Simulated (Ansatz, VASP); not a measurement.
**One calculation of Hf2N, two programs**

```
CELL_PARAMETERS angstrom
5.31312 0.00000 0.00000
0.00000 5.31312 0.00000
0.00000 0.00000 3.24210
ATOMIC_POSITIONS crystal
Hf 0.29554 0.29554 0.00000
Hf 0.70446 0.70446 0.00000
Hf 0.79554 0.20446 0.50000
Hf 0.20446 0.79554 0.50000
N 0.00000 0.00000 0.00000
N 0.50000 0.50000 0.50000
```

Alike in both runs: task single point; functional PBEsol; k mesh 8 × 8 × 12; occupations gaussian, width 0.3 eV; no spin polarisation.

```csv
,VASP,Ansatz
version,VASP 6.6.1,Ansatz 0.2.0
potentials or method,"VASP PAW PBE potentials, release 64 (Hf_pv, N), cutoff 520 eV","scalar-relativistic, plane waves, PAW"
valence electrons in the cell,50,114
```

|  | VASP | Ansatz | Ansatz less VASP |
| --- | --- | --- | --- |
| gap on the k mesh at the Fermi level (eV) | none | none | - |
| pressure (GPa) | -3.2 | -2.2 | +0.99 |
| traceless stress, the component that is largest in VASP (GPa) | -0.43 | -0.31 | +0.116 |

VASP's potentials were made for PBE, not for PBEsol. A gap of «none» marks a metal or a gap that the smearing closes. VASP's potentials hold 50 valence electrons a cell and Ansatz's 114, so a difference there can come from the potentials and not from the codes.

Neither program's run includes spin-orbit coupling.
